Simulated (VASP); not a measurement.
# Zr2N (Pnnm) in VASP: single point with PBEsol

Aim: the single point of Zr2N with PBEsol.

All numbers are computed with VASP 6.6.1; they aren't measurements. Logs are shortened: lines on timing, memory, paths and dates and some standing lists are left out, and cuts for length are marked.

**1. The cell of the first run**

It takes space group Pnnm (No. 58, orthorhombic). The conventional cell has a = 5.370 Å, b = 5.370 Å, c = 3.273 Å, α = 90.00°, β = 90.00°, γ = 90.00°. Within 3.3 Å of Zr (site symmetry m) lie 3 N at 2.26 Å and 11 Zr at 3.11 to 3.27 Å. N (site symmetry 2/m) has 6 Zr at 2.26 Å within 3.0 Å.

**2. Single point, PBEsol (atoms displaced along a vibrational mode)**

INCAR reads:

```
SYSTEM = Zr2N
PREC = Accurate
ENCUT = 520
EDIFF = 1E-6
ISMEAR = 0
SIGMA = 0.15
LREAL = .FALSE.
LASPH = .TRUE.
NELM = 80
ALGO = Normal
ISIF = 2
LWAVE = .FALSE.
LCHARG = .TRUE.
GGA = PS
LELF = .TRUE.
LVHAR = .TRUE.
NBANDS = 38
```

KPOINTS reads:

```
Automatic mesh
0
G
  10 10 14
  0 0 0
```

POSCAR reads:

```
Zr2N
1.0
    5.3700488437      0.0000000000      0.0000000000
    0.0000000000      5.3700488437      0.0000000000
    0.0000000000      0.0000000000      3.2726229990
Zr N
4 2
Direct
    0.3192956288      0.2732090138      0.0000000000
    0.6807043712      0.7267909862      0.0000000000
    0.8192956288      0.2267909862      0.5000000000
    0.1807043712      0.7732090138      0.5000000000
    0.0000000000      0.0000000000      0.0000000000
    0.5000000000      0.5000000000      0.5000000000
```

Potentials or basis: VASP PAW PBE potentials, release 64 (Zr_sv, N).

Launch:

```sh
> cat potpaw_PBE.64/Zr_sv/POTCAR potpaw_PBE.64/N/POTCAR > POTCAR
> mpirun -np 1 vasp_std > vasp.out
```

OUTCAR:

```text
SYSTEM = Zr2N
   PREC = Accurate
   ENCUT = 520
   EDIFF = 1E-6
   ISMEAR = 0
   LREAL = .FALSE.
   LASPH = .TRUE.
   NELM = 80
   ISIF = 2
   GGA = PS

 ion  position               nearest neighbor table
   1  0.319  0.273  0.000-   5 2.26   6 2.26   6 2.26   2 3.11   3 3.15   3 3.15   3 3.15   3 3.15
                             4 3.23   4 3.23   4 3.23   4 3.23   2 3.52
   2  0.681  0.727  0.000-   5 2.26   6 2.26   6 2.26   1 3.11   4 3.15   4 3.15   4 3.15   4 3.15
                             3 3.23   3 3.23   3 3.23   3 3.23   1 3.52
   3  0.819  0.227  0.500-   6 2.26   5 2.26   5 2.26   4 3.11   1 3.15   1 3.15   1 3.15   1 3.15
                             2 3.23   2 3.23   2 3.23   2 3.23   4 3.52
   4  0.181  0.773  0.500-   6 2.26   5 2.26   5 2.26   3 3.11   2 3.15   2 3.15   2 3.15   2 3.15
                             1 3.23   1 3.23   1 3.23   1 3.23   3 3.52
   5  0.000  0.000  0.000-   1 2.26   2 2.26   3 2.26   4 2.26   3 2.26   4 2.26
   6  0.500  0.500  0.500-   3 2.26   4 2.26   1 2.26   2 2.26   1 2.26   2 2.26

  LATTYP: Found a simple tetragonal cell.
 ALAT       =     5.3700488437
 C/A-ratio  =     0.6094214586

  Lattice vectors:

 A1 = (   5.3700488437,   0.0000000000,   0.0000000000)
 A2 = (   0.0000000000,   5.3700488437,   0.0000000000)
 A3 = (   0.0000000000,   0.0000000000,   3.2726229990)

Analysis of symmetry for initial positions (statically):
=====================================================================
 Subroutine PRICEL returns:
 Original cell was already a primitive cell.

 Routine SETGRP: Setting up the symmetry group for a
 simple tetragonal supercell.

 Subroutine GETGRP returns: Found  8 space group operations
 (whereof  4 operations were pure point group operations)
 out of a pool of 16 trial point group operations.

The static configuration has the point symmetry C_2h.
 The point group associated with its full space group is D_2h.

Analysis of symmetry for dynamics (positions and initial velocities):
=====================================================================
 Subroutine PRICEL returns:
 Original cell was already a primitive cell.

 Routine SETGRP: Setting up the symmetry group for a
 simple tetragonal supercell.

 Subroutine GETGRP returns: Found  8 space group operations
 (whereof  4 operations were pure point group operations)
 out of a pool of 16 trial point group operations.

The dynamic configuration has the point symmetry C_2h.
 The point group associated with its full space group is D_2h.

 Subroutine INISYM returns: Found  8 space group operations
 (whereof  4 operations are pure point group operations),
 and found     1 'primitive' translations

----------------------------------------------------------------------------------------

                                     Primitive cell

  volume of cell :      94.3740

  direct lattice vectors                    reciprocal lattice vectors
     5.370048844  0.000000000  0.000000000     0.186218046  0.000000000  0.000000000
     0.000000000  5.370048844  0.000000000     0.000000000  0.186218046  0.000000000
     0.000000000  0.000000000  3.272622999     0.000000000  0.000000000  0.305565291

  length of vectors
     5.370048844  5.370048844  3.272622999     0.186218046  0.186218046  0.305565291

  position of ions in fractional coordinates (direct lattice)
     0.319295629  0.273209014  0.000000000
     0.680704371  0.726790986  0.000000000
     0.819295629  0.226790986  0.500000000
     0.180704371  0.773209014  0.500000000
     0.000000000  0.000000000  0.000000000
     0.500000000  0.500000000  0.500000000

  ion indices of the primitive-cell ions
   primitive index   ion index
                 1           1
                 2           2
                 3           3
                 4           4
                 5           5
                 6           6

----------------------------------------------------------------------------------------

 KPOINTS: Automatic mesh

Automatic generation of k-mesh.
 Grid dimensions read from file:
 generate k-points for:   10   10   14

 Generating k-lattice:

  Cartesian coordinates                     Fractional coordinates (reciprocal lattice)
     0.018621805  0.000000000  0.000000000     0.100000000  0.000000000  0.000000000
     0.000000000  0.018621805  0.000000000     0.000000000  0.100000000  0.000000000
     0.000000000  0.000000000  0.021826092     0.000000000  0.000000000  0.071428571

  Length of vectors
     0.018621805  0.018621805  0.021826092

  Shift w.r.t. Gamma in fractional coordinates (k-lattice)
     0.000000000  0.000000000  0.000000000

 Subroutine IBZKPT returns following result:
 ===========================================

 Found    288 irreducible k-points:

 Following reciprocal coordinates:
            Coordinates               Weight
  0.000000  0.000000  0.000000      1.000000
  0.100000  0.000000  0.000000      2.000000
  0.000000  0.100000  0.000000      2.000000
  0.200000  0.000000  0.000000      2.000000
  0.000000  0.200000  0.000000      2.000000
  0.300000  0.000000  0.000000      2.000000
[... 16 lines left out ...]
 -0.200000  0.300000  0.000000      4.000000
  0.400000  0.200000  0.000000      4.000000
 [... further k-points ...]
   k-points           NKPTS =    288   k-points in BZ     NKDIM =    288   number of bands    NBANDS=     38
   number of dos      NEDOS =    301   number of ions     NIONS =      6
   total plane-waves  NPLWV =  38400
   dimension x,y,z NGX =    40 NGY =   40 NGZ =   24
   dimension x,y,z NGXF=    80 NGYF=   80 NGZF=   48
   ions per type =               4   2
   NGX,Y,Z   is equivalent  to a cutoff of  12.38, 12.38, 12.19 a.u.
   NGXF,Y,Z  is equivalent  to a cutoff of  24.77, 24.77, 24.38 a.u.
 SYSTEM =  Zr2N
   PREC   = accura    normal or accurate (medium, high low for compatibility)
   ISTART =      0    job   : 0-new  1-cont  2-samecut
   ICHARG =      2    charge: 1-file 2-atom 10-const
   ISPIN  =      1    spin polarized calculation?
   LNONCOLLINEAR =      F non collinear calculations
   LSORBIT =      F    spin-orbit coupling
   LASPH  =      T    aspherical Exc in radial PAW
   ENCUT  =  520.0 eV  38.22 Ry    6.18 a.u.   9.98  9.98  6.08*2*pi/ulx,y,z
   NELM   =     80;   NELMIN=  2; NELMDL= -5     # of ELM steps
   EDIFF  = 0.1E-05   stopping-criterion for ELM
   LREAL  =      F    real-space projection
   EDIFFG = 0.1E-04   stopping-criterion for IOM
   NSW    =      0    number of steps for IOM
   IBRION =     -1    ionic relax: 0-MD 1-quasi-New 2-CG
   NFREE  =      0    steps in history (QN), initial steepest desc. (CG)
   ISIF   =      2    stress and relaxation
   ISYM   =      2    0-nonsym 1-usesym 2-fastsym
   POTIM  = 0.5000    time-step for ionic-motion
   TEBEG  =    0.0;   TEEND  =   0.0 temperature during run
   PSTRESS=    0.0 pullay stress
   NELECT =      58.0000    total number of electrons
   NUPDOWN=      -1.0000    fix difference up-down
   EMIN   =  10.00;   EMAX   =-10.00  energy-range for DOS
   EFERMI =   0.00;   METHOD = LEGACY
   ISMEAR =     0;   SIGMA  =   0.15  broadening in eV -4-tet -1-fermi 0-gaus
   EFERMI_NEDOS =   21; number of points for ismear=-14 and -15
   IALGO  =     38    algorithm
   IMIX   =      4    mixing-type and parameters
     AMIX     =   0.40;   BMIX     =  1.00
     AMIX_MAG =   1.60;   BMIX_MAG =  1.00
  volume/ion in A,a.u.               =      15.73       106.14
  Fermi-wavevector in a.u.,A,eV,Ry     =   1.391874  2.630261 26.358758  1.937314
  Thomas-Fermi vector in A             =   2.515671
   LORBIT       =      0    0 simple, 1 ext, 2 COOP (PROOUT), +10 PAW based schemes
   GGA     = PS    functional components
   LHFCALC =     F    Hartree Fock is set to
   AEXX    =    0.0000 exact exchange contribution
   IVDW    =     0    specifies the selected vdW correction
   LEPSILON=     F    determine dielectric tensor
   LRPA    =     F    only Hartree local field effects (RPA)
 non-spin polarized calculation
 Gauss-broadening in eV      SIGMA  =   0.15
  energy-cutoff  :      520.00
  volume of cell :       94.37
 maximum number of plane-waves:      2562
   NGX = 19   NGY = 19   NGZ = 13

 number of electron      57.9999998 magnetization

 Free energy of the ion-electron system (eV)
  ---------------------------------------------------
  ext. energy  EPLUGINS =         0.00000000
  ---------------------------------------------------
  free energy    TOTEN  =       -61.75956960 eV

  energy without entropy =      -61.72155062  energy(sigma->0) =      -61.74056011

 E-fermi :   9.8430     XC(G=0): -11.9648

 val. band max:        9.8429958088   @ k =   0.4000   0.3000   0.2143
 cond. band min:       9.8447878654   @ k =   0.4000   0.0000   0.2143
 fundamental gap:      0.0017920566
 Fermi energy:         9.8430268248

 k-point     1 :       0.0000    0.0000    0.0000
  band No.  band energies     occupation
      1     -38.6504      2.00000
      2     -38.5099      2.00000
      3     -38.4810      2.00000
      4     -38.4344      2.00000
      5     -17.6321      2.00000
      6     -17.0443      2.00000
[... 30 lines left out ...]
     37      12.8124      0.00000
     38      13.3146      0.00000

 k-point     2 :       0.1000    0.0000    0.0000
  band No.  band energies     occupation
      1     -38.6467      2.00000
      2     -38.5077      2.00000
      3     -38.4862      2.00000
      4     -38.4352      2.00000
      5     -17.6122      2.00000
      6     -17.0354      2.00000
[... 30 lines left out ...]
     37      12.9034      0.00000
     38      13.3072      0.00000

 k-point     3 :       0.0000    0.1000    0.0000
  band No.  band energies     occupation
      1     -38.6471      2.00000
      2     -38.5137      2.00000
      3     -38.4797      2.00000
      4     -38.4352      2.00000
      5     -17.6164      2.00000
      6     -17.0449      2.00000
[... 30 lines left out ...]
     37      12.7102      0.00000
[... 781 lines left out ...]
 k-point    23 :      -0.2000    0.3000    0.0000
  band No.  band energies     occupation
      1     -38.6096      2.00000
      2     -38.5322      2.00000
      3     -38.4854      2.00000
      4     -38.4497      2.00000
      5     -17.4330      2.00000
      6     -17.1158      2.00000
[... 30 lines left out ...]
     37      13.5101      0.00000
     38      13.5257      0.00000

 k-point    24 :       0.4000    0.2000    0.0000
  band No.  band energies     occupation
      1     -38.5864      2.00000
      2     -38.5387      2.00000
      3     -38.4896      2.00000
      4     -38.4629      2.00000
      5     -17.3090      2.00000
      6     -17.1038      2.00000
[... 30 lines left out ...]
     37      13.1786      0.00000
     38      13.2475      0.00000

 [... further k-points ...]
[... 5 lines left out ...]
  --------------------------------------------------------------------------------------
  -------------------------------------------------------------------------------------
  Total        2.1351031     -2.2838394     -0.7011866      0.0000000      0.0000000      0.0000000
  in kB       36.2474099    -38.7724899    -11.9039671      0.0000000      0.0000000      0.0000000
  external PRESSURE =      -4.8096824 kB  Pullay stress =       0.0000000 kB

 VOLUME and BASIS-vectors are now :
 -----------------------------------------------------------------------------
  energy-cutoff  :      520.00
  volume of cell :       94.37
      direct lattice vectors                 reciprocal lattice vectors
     5.370048844  0.000000000  0.000000000     0.186218046  0.000000000  0.000000000
     0.000000000  5.370048844  0.000000000     0.000000000  0.186218046  0.000000000
     0.000000000  0.000000000  3.272622999     0.000000000  0.000000000  0.305565291

 POSITION                                       TOTAL-FORCE (eV/Angst)
 -----------------------------------------------------------------------------------
      1.71463      1.46715      0.00000        -0.117519      0.208328      0.000000
      3.65542      3.90290      0.00000         0.117519     -0.208328     -0.000000
      4.39966      1.21788      1.63631        -0.117519     -0.208328      0.000000
      0.97039      4.15217      1.63631         0.117519      0.208328      0.000000
      0.00000      0.00000      0.00000         0.000000      0.000000      0.000000
      2.68502      2.68502      1.63631         0.000000      0.000000      0.000000
 -----------------------------------------------------------------------------------
    total drift:                                0.000000      0.000000     -0.000000

  FREE ENERGIE OF THE ION-ELECTRON SYSTEM (eV)
  ---------------------------------------------------
  free  energy   TOTEN  =       -61.7595696046 eV

  energy  without entropy=      -61.7215506189  energy(sigma->0) =      -61.74056011
```

It took 5.4 min on 1 thread of Intel Xeon 6975P-C (Granite Rapids), shared host; peak memory 0.77 GiB.

What came out:

```
Free energy            : -61.7596 eV
Pressure               : -0.5 GPa
Largest force          : 0.239 eV/Å
Band gap on the k mesh : zero (bands 29 and 30 overlap by 2.19 eV)
```

Forces in eV/Å, atoms in the order of the input:
```
Zr  -0.118  0.208  0.000
Zr   0.118 -0.208  0.000
Zr  -0.118 -0.208  0.000
Zr   0.118  0.208  0.000
N    0.000  0.000  0.000
N    0.000  0.000  0.000
```

Stress tensor (GPa, compression positive):
```
 3.62  0.00  0.00
 0.00 -3.88  0.00
 0.00  0.00 -1.19
```

Caveat: the cell differs from its parent crystal (atoms displaced along a vibrational mode); the PAW data sets were made with another functional, which shifts forces and pressure a little.
